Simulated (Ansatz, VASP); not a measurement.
## One calculation of Y, two programs

```
Y
1.0
     3.59224    0.00000    0.00000
    -1.79612    3.11097    0.00000
     0.00000    0.00000    5.63152
Y
2
Direct
  0.33333 0.66667 0.25000
  0.66667 0.33333 0.75000
```

Alike in both runs: functional PBEsol; k mesh 15 × 15 × 8; occupations fermi-dirac, width 0.15 eV; no spin polarisation.

Ansatz relaxed the structure, and its values are those at the end. VASP's run is a single point on that final structure, the one shown.

|  | VASP | Ansatz |
| --- | --- | --- |
| version | VASP 6.6.1 | Ansatz 0.2.0 |
| potentials or method | VASP PAW PBE potentials, release 64 (Y_sv), cutoff 520 eV | scalar-relativistic, plane waves, PAW |
| valence electrons in the cell | 22 | 22 |

```tsv
	VASP	Ansatz	Ansatz less VASP
gap on the k mesh at the Fermi level (eV)	none	none	-
pressure (GPa)	-0.1	0.0	+0.12
```

VASP's potentials were made for PBE, not for PBEsol, and Ansatz warns of the same on its side. A gap of «none» marks a metal or a gap that the smearing closes. With one functional, cell and mesh, what is left measures potentials, basis and numerics.
